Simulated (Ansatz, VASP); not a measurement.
Two plane-wave programs on H

```
CELL_PARAMETERS angstrom
12.00000 0.00000 0.00000
0.00000 12.30000 0.00000
0.00000 0.00000 12.60000
ATOMIC_POSITIONS crystal
H 0.50000 0.50000 0.47033
H 0.50000 0.50000 0.52967
```

Alike in both runs: functional revPBE; k mesh 1 × 1 × 1; occupations fermi-dirac, width 0.01 eV; no spin polarisation.

Ansatz relaxed the structure, and its values are those at the end. VASP's run is a single point on that final structure, the one shown.

```csv
,VASP,Ansatz
version,VASP 6.6.1,Ansatz 0.2.0
potentials or method,"VASP PAW PBE potentials, release 64 (H), cutoff 520 eV","plane waves (420 eV) with PAW, scalar-relativistic"
valence electrons in the cell,2,2
```

|  | VASP | Ansatz | Ansatz less VASP |
| --- | --- | --- | --- |
| rms of the force components (eV/Å) | 0.007 | 0.002 | -0.0050 |

VASP's potentials were made for PBE, not for revPBE. The functional is the same, so the differences come from potentials, cutoffs and numerics.
